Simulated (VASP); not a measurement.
# Ba (I4/mmm) in VASP: a series of runs, part 2 of 2

VASP 6.6.1. The steps go on from the part before.

## Step 3: Single point, PBE

Input file INCAR:

```
SYSTEM = Ba
ALGO = Fast ; EDIFF = 1E-7
ENCUT = 520 ; GGA = PE
ISIF = 2 ; ISMEAR = 0
LASPH = .TRUE. ; LCHARG = .FALSE.
LREAL = .FALSE. ; LWAVE = .FALSE.
NBANDS = 11 ; NELM = 60
PREC = Accurate ; SIGMA = 0.15
```

Input file KPOINTS:

```
k-points
0
G
  16 16 16
  0 0 0
```

Input file POSCAR:

```
Ba
1.0
   -2.2906508177      2.2906508177      2.9778460630
    2.2906508177     -2.2906508177      2.9778460630
    2.2906508177      2.2906508177     -2.9778460630
Ba
1
Direct
    0.0000000000      0.0000000000      0.0000000000
```

Potentials or basis: VASP PAW PBE potentials, release 64 (Ba_sv).

The run is started by

```console
> cat potpaw_PBE.64/Ba_sv/POTCAR > POTCAR
> mpirun -np 1 vasp_std > vasp.out
```

OUTCAR:

```text
SYSTEM = Ba
   EDIFF = 1E-7
   ENCUT = 520
   GGA = PE
   ISIF = 2
   ISMEAR = 0
   LASPH = .TRUE.
   LREAL = .FALSE.
   NELM = 60
   PREC = Accurate

 ion  position               nearest neighbor table
   1  0.000  0.000  0.000-

  LATTYP: Found a body centered tetragonal cell.
 ALAT       =     4.5813016354
 C/A-ratio  =     1.3000000000

  Lattice vectors:

 A1 = (  -2.2906508177,   2.2906508177,   2.9778460630)
 A2 = (   2.2906508177,  -2.2906508177,   2.9778460630)
 A3 = (   2.2906508177,   2.2906508177,  -2.9778460630)

Analysis of symmetry for initial positions (statically):
=====================================================================
 Subroutine PRICEL returns:
 Original cell was already a primitive cell.

 Routine SETGRP: Setting up the symmetry group for a
 body centered tetragonal supercell.

 Subroutine GETGRP returns: Found 16 space group operations
 (whereof 16 operations were pure point group operations)
 out of a pool of 16 trial point group operations.

The static configuration has the point symmetry D_4h.

Analysis of symmetry for dynamics (positions and initial velocities):
=====================================================================
 Subroutine PRICEL returns:
 Original cell was already a primitive cell.

 Routine SETGRP: Setting up the symmetry group for a
 body centered tetragonal supercell.

 Subroutine GETGRP returns: Found 16 space group operations
 (whereof 16 operations were pure point group operations)
 out of a pool of 16 trial point group operations.

The dynamic configuration has the point symmetry D_4h.

 Subroutine INISYM returns: Found 16 space group operations
 (whereof 16 operations are pure point group operations),
 and found     1 'primitive' translations

----------------------------------------------------------------------------------------

                                     Primitive cell

  volume of cell :      62.5000

  direct lattice vectors                    reciprocal lattice vectors
    -2.290650818  2.290650818  2.977846063     0.000000000  0.218278577  0.167906597
     2.290650818 -2.290650818  2.977846063     0.218278577  0.000000000  0.167906597
     2.290650818  2.290650818 -2.977846063     0.218278577  0.218278577  0.000000000

  length of vectors
     4.400196531  4.400196531  4.400196531     0.275387295  0.275387295  0.308692523

  position of ions in fractional coordinates (direct lattice)
     0.000000000  0.000000000  0.000000000

  ion indices of the primitive-cell ions
   primitive index   ion index
                 1           1

----------------------------------------------------------------------------------------

 KPOINTS: k-points

Automatic generation of k-mesh.
 Grid dimensions read from file:
 generate k-points for:   16   16   16

 Generating k-lattice:

  Cartesian coordinates                     Fractional coordinates (reciprocal lattice)
     0.000000000  0.013642411  0.010494162     0.062500000  0.000000000  0.000000000
     0.013642411  0.000000000  0.010494162     0.000000000  0.062500000  0.000000000
     0.013642411  0.013642411  0.000000000     0.000000000  0.000000000  0.062500000

  Length of vectors
     0.017211706  0.017211706  0.019293283

  Shift w.r.t. Gamma in fractional coordinates (k-lattice)
     0.000000000  0.000000000  0.000000000

 Subroutine IBZKPT returns following result:
 ===========================================

 Found    349 irreducible k-points:

 Following reciprocal coordinates:
            Coordinates               Weight
  0.000000  0.000000  0.000000      1.000000
  0.062500 -0.000000  0.000000      8.000000
  0.125000 -0.000000  0.000000      8.000000
  0.187500 -0.000000  0.000000      8.000000
  0.250000 -0.000000  0.000000      8.000000
  0.312500 -0.000000  0.000000      8.000000
[... 16 lines left out ...]
 -0.125000  0.062500 -0.000000     16.000000
 -0.062500  0.062500  0.000000      4.000000
 [... further k-points ...]
   k-points           NKPTS =    349   k-points in BZ     NKDIM =    349   number of bands    NBANDS=     11
   number of dos      NEDOS =    301   number of ions     NIONS =      1
   total plane-waves  NPLWV =  46656
   dimension x,y,z NGX =    36 NGY =   36 NGZ =   36
   dimension x,y,z NGXF=    72 NGYF=   72 NGZF=   72
   ions per type =               1
   NGX,Y,Z   is equivalent  to a cutoff of  13.60, 13.60, 13.60 a.u.
   NGXF,Y,Z  is equivalent  to a cutoff of  27.20, 27.20, 27.20 a.u.
 SYSTEM =  Ba
   PREC   = accura    normal or accurate (medium, high low for compatibility)
   ISTART =      0    job   : 0-new  1-cont  2-samecut
   ICHARG =      2    charge: 1-file 2-atom 10-const
   ISPIN  =      1    spin polarized calculation?
   LNONCOLLINEAR =      F non collinear calculations
   LSORBIT =      F    spin-orbit coupling
   LASPH  =      T    aspherical Exc in radial PAW
   ENCUT  =  520.0 eV  38.22 Ry    6.18 a.u.   8.18  8.18  8.18*2*pi/ulx,y,z
   NELM   =     60;   NELMIN=  2; NELMDL= -5     # of ELM steps
   EDIFF  = 0.1E-06   stopping-criterion for ELM
   LREAL  =      F    real-space projection
   EDIFFG = 0.1E-05   stopping-criterion for IOM
   NSW    =      0    number of steps for IOM
   IBRION =     -1    ionic relax: 0-MD 1-quasi-New 2-CG
   NFREE  =      0    steps in history (QN), initial steepest desc. (CG)
   ISIF   =      2    stress and relaxation
   ISYM   =      2    0-nonsym 1-usesym 2-fastsym
   POTIM  = 0.5000    time-step for ionic-motion
   TEBEG  =    0.0;   TEEND  =   0.0 temperature during run
   PSTRESS=    0.0 pullay stress
   NELECT =      10.0000    total number of electrons
   NUPDOWN=      -1.0000    fix difference up-down
   EMIN   =  10.00;   EMAX   =-10.00  energy-range for DOS
   EFERMI =   0.00;   METHOD = LEGACY
   ISMEAR =     0;   SIGMA  =   0.15  broadening in eV -4-tet -1-fermi 0-gaus
   EFERMI_NEDOS =   21; number of points for ismear=-14 and -15
   IALGO  =     68    algorithm
   IMIX   =      4    mixing-type and parameters
     AMIX     =   0.40;   BMIX     =  1.00
     AMIX_MAG =   1.60;   BMIX_MAG =  1.00
  volume/ion in A,a.u.               =      62.50       421.77
  Fermi-wavevector in a.u.,A,eV,Ry     =   0.888754  1.679501 10.747016  0.789883
  Thomas-Fermi vector in A             =   2.010225
   LORBIT       =      0    0 simple, 1 ext, 2 COOP (PROOUT), +10 PAW based schemes
   GGA     = PE    functional components
   LHFCALC =     F    Hartree Fock is set to
   AEXX    =    0.0000 exact exchange contribution
   IVDW    =     0    specifies the selected vdW correction
   LEPSILON=     F    determine dielectric tensor
   LRPA    =     F    only Hartree local field effects (RPA)
 non-spin polarized calculation
 RMM-DIIS sequential band-by-band and
 Gauss-broadening in eV      SIGMA  =   0.15
  energy-cutoff  :      520.00
  volume of cell :       62.50
 maximum number of plane-waves:      1698
 NGX is ok and might be reduce to    36
   NGX = 17   NGY = 17   NGZ = 17

 number of electron      10.0000000 magnetization

 number of electron       9.9999999 magnetization

 Free energy of the ion-electron system (eV)
  ---------------------------------------------------
  ext. energy  EPLUGINS =         0.00000000
  ---------------------------------------------------
  free energy    TOTEN  =        -1.89842918 eV

  energy without entropy =       -1.88040363  energy(sigma->0) =       -1.88941641

 E-fermi :   1.7171     XC(G=0):  -7.4332

 val. band max:        1.7129918898   @ k =  -0.3750  -0.4375   0.1250
 cond. band min:       1.7262457815   @ k =  -0.3125  -0.4375   0.3125
 fundamental gap:      0.0132538917
 Fermi energy:         1.7171454645

 k-point     1 :       0.0000    0.0000    0.0000
  band No.  band energies     occupation
      1     -27.1813      2.00000
      2     -12.1306      2.00000
      3     -12.1306      2.00000
      4     -12.1300      2.00000
      5      -1.0833      2.00000
      6       3.3715      0.00000
      7       3.3715      0.00000
      8       3.8071      0.00000
      9       4.6750      0.00000
     10       5.3605      0.00000
     11       7.7770      0.00000
[... 309 lines left out ...]
 k-point    24 :      -0.0625    0.0625    0.0000
  band No.  band energies     occupation
      1     -27.1793      2.00000
      2     -12.1493      2.00000
      3     -12.1371      2.00000
      4     -12.1350      2.00000
      5      -0.9944      2.00000
      6       3.2588      0.00000
      7       3.4397      0.00000
      8       3.8497      0.00000
      9       4.5667      0.00000
     10       5.3139      0.00000
     11       7.9897      0.00000

 [... further k-points ...]

------------------------ aborting loop because EDIFF is reached ----------------------------------------

  FORCE on cell =-STRESS in cart. coord.  units (eV):
  Direction    XX          YY          ZZ          XY          YZ          ZX
  --------------------------------------------------------------------------------------
  -------------------------------------------------------------------------------------
  Total        0.1101237      0.1101237      0.0870948      0.0000000     -0.0000000      0.0000000
  in kB        2.8230042      2.8230042      2.2326612      0.0000000     -0.0000000      0.0000000
  external PRESSURE =       2.6262232 kB  Pullay stress =       0.0000000 kB

 VOLUME and BASIS-vectors are now :
 -----------------------------------------------------------------------------
  energy-cutoff  :      520.00
  volume of cell :       62.50
      direct lattice vectors                 reciprocal lattice vectors
    -2.290650818  2.290650818  2.977846063     0.000000000  0.218278577  0.167906597
     2.290650818 -2.290650818  2.977846063     0.218278577  0.000000000  0.167906597
     2.290650818  2.290650818 -2.977846063     0.218278577  0.218278577  0.000000000

 POSITION                                       TOTAL-FORCE (eV/Angst)
 -----------------------------------------------------------------------------------
      0.00000      0.00000      0.00000        -0.000000     -0.000000     -0.000000
 -----------------------------------------------------------------------------------
    total drift:                               -0.000000      0.000000      0.000000

  FREE ENERGIE OF THE ION-ELECTRON SYSTEM (eV)
  ---------------------------------------------------
  free  energy   TOTEN  =        -1.8984291779 eV

  energy  without entropy=       -1.8804036340  energy(sigma->0) =       -1.88941641
```

stdout:

```text
POSCAR found type information on POSCAR Ba
 POSCAR found :  1 types and       1 ions
 scaLAPACK will be used
 LDA part: xc-table for (Slater+PW92), standard interpolation
 POSCAR, INCAR and KPOINTS ok, starting setup
 FFT: planning ... GRIDC
 FFT: planning ... GRID_SOFT
 FFT: planning ... GRID
 WAVECAR not read
 entering main loop
WARNING in EDDRMM: call to ZHEGV failed, returncode =   6  3      7
```

It took 3.8 min on 1 thread of Intel Xeon Platinum 8488C (Sapphire Rapids), shared host; peak memory 0.38 GiB.

Results:

| Quantity | Value |
| --- | --- |
| Free energy | -1.8984 eV |
| Pressure | 0.3 GPa |
| Band gap on the k mesh | zero (bands 5 and 6 overlap by 0.46 eV) |

Caveat: spin-orbit coupling is left out, which moves the levels of the heavy elements.
